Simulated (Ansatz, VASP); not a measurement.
Hf: VASP beside Ansatz

Contents of INCAR:

```
SYSTEM = Hf
ALGO = Normal
EDIFF = 1E-6
ENCUT = 500
GGA = PE
GGA_COMPAT = .FALSE.
ISIF = 2
ISMEAR = -1
LASPH = .TRUE.
LCHARG = .TRUE.
LELF = .TRUE.
LREAL = .FALSE.
LVHAR = .TRUE.
LWAVE = .FALSE.
NBANDS = 11
NELM = 120
PREC = Accurate
SIGMA = 0.03
```

Contents of KPOINTS:

```
k-points
0
G
  13 13 13
  0 0 0
```

File POSCAR:

```
Hf
1.0
    0.0000000000      2.1899963220      2.1899963220
    2.1899963220      0.0000000000      2.1899963220
    2.1899963220      2.1899963220      0.0000000000
Hf
1
Direct
    0.0000000000      0.0000000000      0.0000000000
```

Input for Ansatz:

```yaml
crystal:
  lattice:
    - [0.0, 2.189996322, 2.189996322]
    - [2.189996322, 0.0, 2.189996322]
    - [2.189996322, 2.189996322, 0.0]
  atoms:
    - { symbol: Hf, position: [0.0, 0.0, 0.0] }
kpoints:
  mp_grid: { grid: [13, 13, 13] }
  band_path:
    path:
      - [0.0, 0.0, 0.0]
      - [0.5, 0.0, 0.5]
      - [0.625, 0.25, 0.625]
      - [0.375, 0.375, 0.75]
      - [0.0, 0.0, 0.0]
      - [0.5, 0.5, 0.5]
      - [0.5, 0.25, 0.75]
      - [0.5, 0.0, 0.5]
    npoints: 5
scf:
  occupations: { method: fermi_dirac, width: 0.03 }
hamiltonian:
  xc: pbe
  pseudopotentials: { kind: all_electron, lapw: { basis_error: 0.001 } }
output:
  forces: true
  stress: true
  eigenvalues: true
```

Change from the starting cell: volume scaled by 0.96.

Alike in both runs: task single point; functional PBE; k mesh 13 × 13 × 13; occupations fermi-dirac, width 0.03 eV; no spin polarisation.

|  | VASP | Ansatz |
| --- | --- | --- |
| version | VASP 6.6.1 | Ansatz 0.2.0 |
| potentials or method | VASP PAW PBE potentials, release 64 (Hf_pv), cutoff 500 eV | all-electron LAPW, scalar-relativistic |

```csv
,VASP,Ansatz,Ansatz less VASP
pressure (GPa),7.9,8.3,+0.47
```

Ansatz ran all-electron here, and VASP with PAW potentials.

Spin-orbit coupling is off throughout.
